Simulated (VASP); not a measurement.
**HOs12 (a cell with a defect): single point with PBE**

Crystal: HOs12 (a cell with a defect).

```
Os H
1.0
     5.48000    0.00000    0.00000
    -4.11000    7.11873    0.00000
     0.00000    0.00000    4.32646
Os H
12 1
Direct
  0.97642 0.99890 0.01932
  0.14036 0.20199 0.49382
  0.02276 0.34914 0.95350
  0.17620 0.56457 0.49486
  0.00720 0.67629 0.00989
  0.18368 0.89824 0.52006
  0.49248 0.00492 0.00795
  0.67821 0.21196 0.50207
  0.50803 0.35779 0.01967
  0.66189 0.53583 0.51966
  0.50564 0.66394 0.97446
  0.64483 0.87318 0.49620
  0.37466 0.14224 0.72332
```

```yaml
Program: VASP 6.6.1
Task: single point
Functional: PBE
Potentials_or_basis: VASP PAW PBE potentials, release 64 (Os, H)
Cutoff: 520 eV
k_mesh: 2 × 2 × 3
Occupations: fermi-dirac, width 0.05 eV
Spin: no spin polarisation
```

| Property | Result |
| --- | --- |
| Pressure | 19.5 GPa |
| Largest force | 3.987 eV/Å |

Forces in eV/Å, atoms in the order of the input:
```
Os   1.180 -0.291 -1.332
Os   0.466  2.460 -0.048
Os  -0.998 -0.735  3.789
Os  -0.219 -1.358 -0.604
Os  -0.135 -0.870 -0.527
Os  -1.696 -2.012 -1.547
Os   1.530 -0.182  0.604
Os  -0.885  0.980 -1.356
Os   1.872 -3.374 -0.022
Os  -0.497  2.868 -1.281
Os  -0.520  0.803  2.137
Os   0.461  1.731 -0.412
H   -0.558 -0.020  0.596
```

Stress tensor (GPa, compression positive):
```
13.94  0.27  0.70
 0.27 22.67  0.52
 0.70  0.52 21.92
```

Levels at points of the mesh, in eV from the Fermi level:
```csv
k point,band 45,band 46,band 47,band 48,band 49,band 50,band 51,band 52,band 53,band 54
"(0.00, 0.00, 0.00)",-0.44,-0.19,0.12,0.46,0.61,0.62,0.67,0.84,0.94,1.00
"(0.50, 0.00, 0.00)",-0.98,-0.81,-0.78,-0.47,-0.38,-0.24,-0.05,0.24,0.53,0.87
"(0.00, 0.50, 0.00)",-1.59,-1.38,-1.24,-1.16,0.51,0.74,1.25,1.65,1.75,1.90
"(0.50, 0.50, 0.00)",-1.28,-1.09,-0.69,-0.60,-0.43,-0.16,0.07,0.34,0.83,1.10
```

Run time: 110 s on 1 thread of Oxide Virtual Turin-like Processor, with other jobs on the host, peak memory 0.26 GiB.

Caveat: the k points lie up to 0.66 Å⁻¹ apart; spin-orbit coupling is left out, which moves the levels of the heavy elements.
